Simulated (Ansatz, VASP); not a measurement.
# Two plane-wave programs on Zn

File INCAR:

```
SYSTEM = Zn
AGGAC = 1.0 ; AGGAX = 1.0
ALDAC = 0.0 ; ALDAX = 1.0
ALGO = Fast ; EDIFF = 1E-6
ENCUT = 520 ; GGA = B5
ISIF = 2 ; ISMEAR = -1
LASPH = .True. ; LCHARG = .False.
LREAL = .False. ; LWAVE = .False.
NBANDS = 19 ; NELM = 100
PREC = Accurate ; SIGMA = 0.05
```

File KPOINTS:

```
k-points
0
Gamma
  7 7 3
  0 0 0
```

Contents of POSCAR:

```
Zn
1.0
    2.6700000000      0.0000000000      0.0000000000
   -1.3350000000      2.3122878281      0.0000000000
    0.0000000000      0.0000000000      4.9660000000
Zn
2
Direct
    0.6666666667      0.3333333333      0.7500000000
    0.3333333333      0.6666666667      0.2500000000
```

input.yaml

```yaml
crystal:
  lattice:
    - [2.67, 0.0, 0.0]
    - [-1.335, 2.3122878281, 0.0]
    - [0.0, 0.0, 4.966]
  atoms:
    - { symbol: Zn, position: [0.6666666667, 0.3333333333, 0.75] }
    - { symbol: Zn, position: [0.3333333333, 0.6666666667, 0.25] }
hamiltonian:
  xc: blyp
  pseudopotentials: { kind: paw }
kpoints:
  mp_grid: { grid: [7, 7, 3] }
  band_path:
    path:
      - [[0.0, 0.0, 0.0], [0.5, 0.0, 0.0], [0.3333333333, 0.3333333333, 0.0], [0.0, 0.0, 0.0], [0.0, 0.0, 0.5], [0.5, 0.0, 0.5], [0.3333333333, 0.3333333333, 0.5], [0.0, 0.0, 0.5]]
      - [[0.5, 0.0, 0.5], [0.5, 0.0, 0.0]]
      - [[0.3333333333, 0.3333333333, 0.0], [0.3333333333, 0.3333333333, 0.5]]
    npoints: 14
scf:
  occupations: { method: fermi_dirac, width: 0.05 }
  n_extra_bands: 6
output:
  forces: true
  stress: true
  eigenvalues: true
  fatbands: false
```

Alike in both runs: functional BLYP; k mesh 7 × 7 × 3; occupations fermi-dirac, width 0.05 eV; no spin polarisation.

```csv
,VASP,Ansatz
version,VASP 6.6.1,Ansatz 0.2.0
potentials or method,"VASP PAW PBE potentials, release 64 (Zn)",Ansatz PAW
plane-wave cutoff (eV),520,420
valence electrons in the cell,24,24
task,single point,band structure
```

```tsv
	VASP	Ansatz	Ansatz less VASP
gap on the k mesh at the Fermi level (eV)	none	none	-
pressure (GPa)	5.6	4.9	-0.69
traceless stress, the component that is largest in VASP (GPa)	3.72	3.96	+0.240
```

VASP's potentials were made for PBE, not for BLYP. A gap of «none» marks a metal or a gap that the smearing closes. With one functional, cell and mesh, what is left measures potentials, basis and numerics.

The k mesh is coarse, so the values compare programs but aren't converged.
